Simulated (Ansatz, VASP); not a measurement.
TiAl3 in VASP and in Ansatz

```
CELL_PARAMETERS angstrom
2.83968 0.00000 0.00000
0.00000 4.68126 0.00000
0.00000 0.00000 4.90074
ATOMIC_POSITIONS crystal
Ti 0.00000 0.50000 0.16592
Al 0.50000 0.50000 0.66727
Al 0.50000 0.00000 0.33091
Al 0.00000 0.00000 0.83590
```

Alike in both runs: task single point; functional PBE; k mesh 16 × 10 × 10; occupations gaussian, width 0.1 eV; no spin polarisation.

```csv
,VASP,Ansatz
version,VASP 6.6.1,Ansatz 0.2.0
potentials or method,"VASP PAW PBE potentials, release 64 (Ti_sv, Al), cutoff 520 eV","scalar-relativistic, plane waves, PAW"
valence electrons in the cell,21,21
```

```csv
,VASP,Ansatz,Ansatz less VASP
gap on the k mesh at the Fermi level (eV),none,none,-
pressure (GPa),-0.1,0.0,+0.05
"traceless stress, the component that is largest in VASP (GPa)",-1.20,-1.19,+0.009
rms of the force components (eV/Å),0.018,0.017,-0.0003
```

Atom by atom the forces differ by 0.001 eV/Å (rms over components). A gap of «none» marks a metal or a gap that the smearing closes.
